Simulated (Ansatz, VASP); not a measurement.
Ni in VASP and in Ansatz

```
Ni
1.0
    -1.47457    1.47457    1.26589
     1.47457   -1.47457    1.26589
     1.47457    1.47457   -1.26589
Ni
1
Direct
  0.50000 0.50000 0.00000
```

Alike in both runs: functional PBE; k mesh 22 × 22 × 22; occupations gaussian, width 0.1 eV; collinear spin.

Ansatz relaxed the structure, and its values are those at the end. VASP's run is a single point on that final structure, the one shown.

|  | VASP | Ansatz |
| --- | --- | --- |
| version | VASP 6.6.1 | Ansatz 0.2.0 |
| potentials or method | VASP PAW PBE potentials, release 64 (Ni_sv_GW), cutoff 690 eV | scalar-relativistic, plane waves, PAW |
| valence electrons in the cell | 18 | 18 |

```csv
,VASP,Ansatz,Ansatz less VASP
gap on the k mesh at the Fermi level (eV),none,none,-
pressure (GPa),-0.5,0.0,+0.55
net moment per atom (μB),0.61,0.61,0.000
size of the moment on the site where the two differ most (μB),0.65,0.64,0.000
```

Site moments also hang on the region over which each program counts them. A gap of «none» marks a metal or a gap that the smearing closes. The functional is the same, so the differences come from potentials, cutoffs and numerics.
